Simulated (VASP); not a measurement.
The system is AlNi3.

```
Al Ni
1.0
     0.00000    2.83589    2.83589
     2.83589    0.00000    2.83589
     2.83589    2.83589    0.00000
Al Ni
1 3
Direct
  0.50000 0.50000 0.50000
  0.25000 0.25000 0.25000
  0.00000 0.00000 0.00000
  0.75000 0.75000 0.75000
```

Base run:

```yaml
Program: VASP 6.6.1
Functional: PBE
Potentials_or_basis: VASP PAW PBE potentials, release 64 (Al, Ni)
Cutoff: 520 eV
k_mesh: 14 × 14 × 14
Occupations: gaussian, width 0.15 eV
Spin: collinear spin, ferromagnetic start
Starting_moments: "[0.0, 0.75, 0.75, 0.75] μB"
Fixed_moment: 2.25 μB
```

Its results: pressure 3.9 GPa; site moments Al +0.03; Ni +0.66, +0.80 (each value once) μB.

**Question.** The run is repeated on the same cell with these changes: fixed moment from 2.25 μB to 1.5 μB; moments at the start from [0.0, 0.75, 0.75, 0.75] to [0.0, 0.5, 0.5, 0.5]. What comes out?

**Answer.** Pressure 1.9 GPa; site moments Al +0.01; Ni +0.44, +0.58 (each value once) μB.

Caveats: the total moment is fixed, so each spin has its own Fermi level and the state may be an excited one; the cell stands under pressure (at least some runs).
